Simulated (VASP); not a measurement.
# AlNi (Pm-3m) in VASP: further runs

Runs on AlNi. Level: PBEsol. Tasks: single point.

Program: VASP 6.6.1. These are calculated values, not measurements. Logs are shortened: lines on timing, memory, paths and dates and some standing lists are left out, and cuts for length are marked.

**1. The cell of the first run**

It takes space group Pm-3m (No. 221, cubic). Conventional cell: a = 2.822 Å, b = 2.822 Å, c = 2.822 Å, α = 90.00°, β = 90.00°, γ = 90.00°. Within 3.2 Å of Al (site symmetry m-3m) lie 8 Ni at 2.44 Å and 6 Al at 2.82 Å. Within 3.2 Å of Ni (site symmetry m-3m) lie 8 Al at 2.44 Å and 6 Ni at 2.82 Å.

**2. Single point, PBEsol, collinear spin, ferromagnetic start (volume scaled by 0.94)**

File INCAR:

```
  ALGO = Normal
  EDIFF = 1E-7
  ENCUT = 520
  GGA = PS
  ISIF = 2
  ISMEAR = -1
  ISPIN = 2
  LASPH = T
  LCHARG = F
  LMAXMIX = 4
  LORBIT = 11
  LREAL = F
  LWAVE = F
  MAGMOM = 0 1.5
  NBANDS = 18
  NELM = 150
  PREC = Accurate
  SIGMA = 0.05
```

File KPOINTS:

```
k-points
0
Gamma
  13 13 13
```

File POSCAR:

```
AlNi
1.0
    2.8221875792      0.0000000000      0.0000000000
    0.0000000000      2.8221875792      0.0000000000
    0.0000000000      0.0000000000      2.8221875792
Al Ni
1 1
Direct
    0.0000000000      0.0000000000      0.0000000000
    0.5000000000      0.5000000000      0.5000000000
```

Potentials or basis: VASP PAW PBE potentials, release 64 (Al, Ni).

The run is started by

```sh
> cat potpaw_PBE.64/Al/POTCAR potpaw_PBE.64/Ni/POTCAR > POTCAR
> mpirun -np 1 vasp_std > vasp.out
```

OUTCAR:

```text
EDIFF = 1E-7
   ENCUT = 520
   GGA = PS
   ISIF = 2
   ISMEAR = -1
   ISPIN = 2
   LASPH = T
   LORBIT = 11
   LREAL = F
   NELM = 150
   PREC = Accurate

 ion  position               nearest neighbor table
   1  0.000  0.000  0.000-   2 2.44   2 2.44   2 2.44   2 2.44   2 2.44   2 2.44   2 2.44   2 2.44

   2  0.500  0.500  0.500-   1 2.44   1 2.44   1 2.44   1 2.44   1 2.44   1 2.44   1 2.44   1 2.44

  LATTYP: Found a simple cubic cell.
 ALAT       =     2.8221875792

  Lattice vectors:

 A1 = (   2.8221875792,   0.0000000000,   0.0000000000)
 A2 = (   0.0000000000,   2.8221875792,   0.0000000000)
 A3 = (   0.0000000000,   0.0000000000,   2.8221875792)

Analysis of symmetry for initial positions (statically):
=====================================================================
 Subroutine PRICEL returns:
 Original cell was already a primitive cell.

 Routine SETGRP: Setting up the symmetry group for a
 simple cubic supercell.

 Subroutine GETGRP returns: Found 48 space group operations
 (whereof 48 operations were pure point group operations)
 out of a pool of 48 trial point group operations.

The static configuration has the point symmetry O_h .

Analysis of symmetry for dynamics (positions and initial velocities):
=====================================================================
 Subroutine PRICEL returns:
 Original cell was already a primitive cell.

 Routine SETGRP: Setting up the symmetry group for a
 simple cubic supercell.

 Subroutine GETGRP returns: Found 48 space group operations
 (whereof 48 operations were pure point group operations)
 out of a pool of 48 trial point group operations.

The dynamic configuration has the point symmetry O_h .

Analysis of structural, dynamic, and magnetic symmetry:
=====================================================================
 Subroutine PRICEL returns:
 Original cell was already a primitive cell.

 Routine SETGRP: Setting up the symmetry group for a
 simple cubic supercell.

 Subroutine GETGRP returns: Found 48 space group operations
 (whereof 48 operations were pure point group operations)
 out of a pool of 48 trial point group operations.

The overall configuration has the point symmetry O_h .

 Subroutine INISYM returns: Found 48 space group operations
 (whereof 48 operations are pure point group operations),
 and found     1 'primitive' translations

----------------------------------------------------------------------------------------

                                     Primitive cell

  volume of cell :      22.4780
[... 107 lines left out ...]
   IMIX   =      4    mixing-type and parameters
     AMIX     =   0.40;   BMIX     =  1.00
     AMIX_MAG =   1.60;   BMIX_MAG =  1.00
  volume/ion in A,a.u.               =      11.24        75.84
  Fermi-wavevector in a.u.,A,eV,Ry     =   1.363966  2.577521 25.312307  1.860402
  Thomas-Fermi vector in A             =   2.490323
   LORBIT       =     11    0 simple, 1 ext, 2 COOP (PROOUT), +10 PAW based schemes
   GGA     = PS    functional components
   LHFCALC =     F    Hartree Fock is set to
   AEXX    =    0.0000 exact exchange contribution
   IVDW    =     0    specifies the selected vdW correction
   LEPSILON=     F    determine dielectric tensor
   LRPA    =     F    only Hartree local field effects (RPA)
 spin polarized calculation
  energy-cutoff  :      520.00
  volume of cell :       22.48
 maximum number of plane-waves:       624
 NGX is ok and might be reduce to    24
   NGX = 11   NGY = 11   NGZ = 11

 number of electron      12.9999990 magnetization       0.0003502

 number of electron      12.9999990 magnetization      -0.0000720

 Free energy of the ion-electron system (eV)
  ---------------------------------------------------
  ext. energy  EPLUGINS =         0.00000000
  ---------------------------------------------------
  free energy    TOTEN  =       -11.56957193 eV

  energy without entropy =      -11.56532597  energy(sigma->0) =      -11.56744895

 E-fermi :  10.7218     XC(G=0): -12.4698

 val. band max:       10.6795674433   @ k =   0.3846   0.2308   0.1538
 cond. band min:      10.7832438307   @ k =   0.3846   0.3077   0.1538
 fundamental gap:      0.1036763875
 Fermi energy:        10.7217625685

 spin component 1

 k-point     1 :       0.0000    0.0000    0.0000
  band No.  band energies     occupation
      1      -0.8565      1.00000
      2       7.1903      1.00000
      3       7.1903      1.00000
      4       9.0636      1.00000
      5       9.0636      1.00000
      6       9.0636      1.00000
[... 493 lines left out ...]
     17      33.5450      0.00000
     18      36.6590      0.00000

 [... further k-points ...]

 spin component 2

 k-point     1 :       0.0000    0.0000    0.0000
  band No.  band energies     occupation
      1      -0.8565      1.00000
      2       7.1902      1.00000
      3       7.1902      1.00000
      4       9.0636      1.00000
      5       9.0636      1.00000
      6       9.0636      1.00000
[... 493 lines left out ...]
     17      33.5450      0.00000
     18      36.6590      0.00000

 [... further k-points ...]
[... 5 lines left out ...]
  --------------------------------------------------------------------------------------
  -------------------------------------------------------------------------------------
  Total        1.1304239      1.1304239      1.1304239      0.0000000      0.0000000      0.0000000
  in kB       80.5738842     80.5738842     80.5738842      0.0000000      0.0000000      0.0000000
  external PRESSURE =      80.5738842 kB  Pullay stress =       0.0000000 kB

 VOLUME and BASIS-vectors are now :
 -----------------------------------------------------------------------------
  energy-cutoff  :      520.00
  volume of cell :       22.48
      direct lattice vectors                 reciprocal lattice vectors
     2.822187579  0.000000000  0.000000000     0.354335058  0.000000000  0.000000000
     0.000000000  2.822187579  0.000000000     0.000000000  0.354335058  0.000000000
     0.000000000  0.000000000  2.822187579     0.000000000  0.000000000  0.354335058

 POSITION                                       TOTAL-FORCE (eV/Angst)
 -----------------------------------------------------------------------------------
      0.00000      0.00000      0.00000         0.000000      0.000000      0.000000
      1.41109      1.41109      1.41109         0.000000      0.000000      0.000000
 -----------------------------------------------------------------------------------
    total drift:                                0.000000      0.000000     -0.000000

  FREE ENERGIE OF THE ION-ELECTRON SYSTEM (eV)
  ---------------------------------------------------
  free  energy   TOTEN  =       -11.5695719288 eV

  energy  without entropy=      -11.5653259737  energy(sigma->0) =      -11.56744895

 total charge

# of ion       s       p       d       tot
------------------------------------------
    1        0.389   0.441   0.000   0.830
    2        0.506   0.576   8.510   9.592
--------------------------------------------------
tot          0.895   1.017   8.510  10.423

 magnetization (x)

# of ion       s       p       d       tot
------------------------------------------
    1       -0.000  -0.000   0.000  -0.000
    2        0.000   0.000   0.000   0.000
--------------------------------------------------
tot          0.000  -0.000   0.000   0.000
```

stdout:

```text
POSCAR found type information on POSCAR AlNi
 POSCAR found :  2 types and       2 ions
 scaLAPACK will be used
 -----------------------------------------------------------------------------
|                                                                             |
|                                                                             |
|     You enforced a specific xc type in the INCAR file but a different       |
|     I HOPE YOU KNOW WHAT YOU ARE DOING!                                     |
|                                                                             |
 -----------------------------------------------------------------------------

 LDA part: xc-table for (Slater+PW92), standard interpolation
 POSCAR, INCAR and KPOINTS ok, starting setup
 FFT: planning ... GRIDC
 FFT: planning ... GRID_SOFT
 FFT: planning ... GRID
 WAVECAR not read
 entering main loop
```

Run time: 27 s. Hardware: 1 thread of Intel Xeon Platinum 8559C (Emerald Rapids), shared host; peak memory 0.18 GiB.

Results:

```yaml
Free_energy: -11.5696 eV
Pressure: 8.1 GPa
Net_moment: 0.00 μB per cell
Valence_electrons_inside_the_program's_atomic_spheres: Al 0.83; Ni 9.59
```

Caveat: the starting moments collapsed, and a magnetic state may lie lower; the PAW data sets were made with another functional, which shifts forces and pressure a little.

**3. Single point, PBEsol, collinear spin, ferromagnetic start (volume scaled by 0.98)**

File INCAR:

```
ALGO = Normal
EDIFF = 1E-6
ENCUT = 520
GGA = PS
ISIF = 2
ISMEAR = -1
ISPIN = 2
LASPH = True
LCHARG = False
LMAXMIX = 4
LORBIT = 11
LREAL = False
LWAVE = False
MAGMOM = 0 1.5
NBANDS = 18
NELM = 150
PREC = Accurate
SIGMA = 0.05
```

KPOINTS is that of step 2.

File POSCAR:

```
AlNi
1.0
    2.8616638469      0.0000000000      0.0000000000
    0.0000000000      2.8616638469      0.0000000000
    0.0000000000      0.0000000000      2.8616638469
Al Ni
1 1
Direct
    0.0000000000      0.0000000000      0.0000000000
    0.5000000000      0.5000000000      0.5000000000
```

Potentials or basis: VASP PAW PBE potentials, release 64 (Al, Ni).

The run is started by

```sh
> cat potpaw_PBE.64/Al/POTCAR potpaw_PBE.64/Ni/POTCAR > POTCAR
> mpirun -np 1 vasp_std > vasp.out
```

It took 26 s on 1 thread of Intel Xeon Platinum 8559C (Emerald Rapids), shared host; peak memory 0.18 GiB.

Results (log left out):

```yaml
Free_energy: -11.5934 eV
Pressure: 0.1 GPa
Net_moment: 0.00 μB per cell
Valence_electrons_inside_the_program's_atomic_spheres: Al 0.81; Ni 9.51
```

Levels at points of the mesh, in eV from the Fermi level:
Spin up:
```csv
k point,band 3,band 4,band 5,band 6,band 7,band 8,band 9,band 10
"(0.00, 0.00, 0.00)",-3.32,-1.57,-1.57,-1.57,5.60,5.60,5.60,8.23
```
Spin down:
```csv
k point,band 2,band 3,band 4,band 5,band 6,band 7,band 8,band 9,band 10,band 11
"(0.00, 0.00, 0.00)",-3.32,-3.32,-1.57,-1.57,-1.57,5.60,5.60,5.60,8.23,8.23
```

Caveat: the starting moments collapsed, and a magnetic state may lie lower; the PAW data sets were made with another functional, which shifts forces and pressure a little.

**4. Single point, PBEsol, collinear spin, ferromagnetic start (volume scaled by 1.01)**

File INCAR:

```
SYSTEM = AlNi
PREC = Accurate
ENCUT = 520
EDIFF = 1E-7
ISMEAR = -1
SIGMA = 0.05
LREAL = .False.
LASPH = .True.
NELM = 150
ALGO = Normal
ISIF = 2
LWAVE = .False.
LCHARG = .False.
ISPIN = 2
MAGMOM = 0 1.5
LORBIT = 11
LMAXMIX = 4
GGA = PS
NBANDS = 18
```

File KPOINTS:

```
regular mesh
0
Gamma
  13 13 13
  0 0 0
```

File POSCAR:

```
AlNi
1.0
    2.8905714989      0.0000000000      0.0000000000
    0.0000000000      2.8905714989      0.0000000000
    0.0000000000      0.0000000000      2.8905714989
Al Ni
1 1
Direct
    0.0000000000      0.0000000000      0.0000000000
    0.5000000000      0.5000000000      0.5000000000
```

Potentials or basis: VASP PAW PBE potentials, release 64 (Al, Ni).

The run is started by

```sh
> cat potpaw_PBE.64/Al/POTCAR potpaw_PBE.64/Ni/POTCAR > POTCAR
> mpirun -np 1 vasp_std > vasp.out
```

OUTCAR:

```text
SYSTEM = AlNi
   PREC = Accurate
   ENCUT = 520
   EDIFF = 1E-7
   ISMEAR = -1
   LREAL = .False.
   LASPH = .True.
   NELM = 150
   ISIF = 2
   ISPIN = 2
   LORBIT = 11
   GGA = PS

 ion  position               nearest neighbor table
   1  0.000  0.000  0.000-   2 2.50   2 2.50   2 2.50   2 2.50   2 2.50   2 2.50   2 2.50   2 2.50

   2  0.500  0.500  0.500-   1 2.50   1 2.50   1 2.50   1 2.50   1 2.50   1 2.50   1 2.50   1 2.50

  LATTYP: Found a simple cubic cell.
 ALAT       =     2.8905714989

  Lattice vectors:

 A1 = (   2.8905714989,   0.0000000000,   0.0000000000)
 A2 = (   0.0000000000,   2.8905714989,   0.0000000000)
 A3 = (   0.0000000000,   0.0000000000,   2.8905714989)

Analysis of symmetry for initial positions (statically):
=====================================================================
 Subroutine PRICEL returns:
 Original cell was already a primitive cell.

 Routine SETGRP: Setting up the symmetry group for a
 simple cubic supercell.

 Subroutine GETGRP returns: Found 48 space group operations
 (whereof 48 operations were pure point group operations)
[... 697 lines left out ...]
 k-point     1 :       0.0000    0.0000    0.0000
  band No.  band energies     occupation
      1      -1.2917      1.00000
      2       6.5781      1.00000
      3       6.5781      1.00000
      4       8.2457      1.00000
      5       8.2457      1.00000
      6       8.2457      1.00000
[... 493 lines left out ...]
     17      31.4936      0.00000
     18      34.3405      0.00000

 [... further k-points ...]
[... 5 lines left out ...]
  --------------------------------------------------------------------------------------
  -------------------------------------------------------------------------------------
  Total       -0.7166780     -0.7166780     -0.7166780     -0.0000000     -0.0000000      0.0000000
  in kB      -47.5426604    -47.5426604    -47.5426604     -0.0000000     -0.0000000      0.0000000
  external PRESSURE =     -47.5426604 kB  Pullay stress =       0.0000000 kB

 VOLUME and BASIS-vectors are now :
 -----------------------------------------------------------------------------
  energy-cutoff  :      520.00
  volume of cell :       24.15
      direct lattice vectors                 reciprocal lattice vectors
     2.890571499  0.000000000  0.000000000     0.345952349  0.000000000  0.000000000
     0.000000000  2.890571499  0.000000000     0.000000000  0.345952349  0.000000000
     0.000000000  0.000000000  2.890571499     0.000000000  0.000000000  0.345952349

 POSITION                                       TOTAL-FORCE (eV/Angst)
 -----------------------------------------------------------------------------------
      0.00000      0.00000      0.00000         0.000000      0.000000      0.000000
      1.44529      1.44529      1.44529         0.000000      0.000000      0.000000
 -----------------------------------------------------------------------------------
    total drift:                                0.000000      0.000000     -0.000000

  FREE ENERGIE OF THE ION-ELECTRON SYSTEM (eV)
  ---------------------------------------------------
  free  energy   TOTEN  =       -11.5828059439 eV

  energy  without entropy=      -11.5778503519  energy(sigma->0) =      -11.58032815

 total charge

# of ion       s       p       d       tot
------------------------------------------
    1        0.382   0.408   0.000   0.790
    2        0.476   0.511   8.473   9.460
--------------------------------------------------
tot          0.857   0.919   8.473  10.250

 magnetization (x)

# of ion       s       p       d       tot
------------------------------------------
    1       -0.000  -0.000   0.000  -0.000
    2        0.000   0.000   0.000   0.000
--------------------------------------------------
tot          0.000   0.000   0.000   0.000
```

Wall time 29 s (1 thread of Intel Xeon Platinum 8559C (Emerald Rapids), shared host); peak memory 0.18 GiB.

Results:

```yaml
Free_energy: -11.5828 eV
Pressure: -4.8 GPa
Net_moment: 0.00 μB per cell
Valence_electrons_inside_the_program's_atomic_spheres: Al 0.79; Ni 9.46
```

Caveat: the starting moments collapsed, and a magnetic state may lie lower; the PAW data sets were made with another functional, which shifts forces and pressure a little.

(Continued in part 2 of 2.)
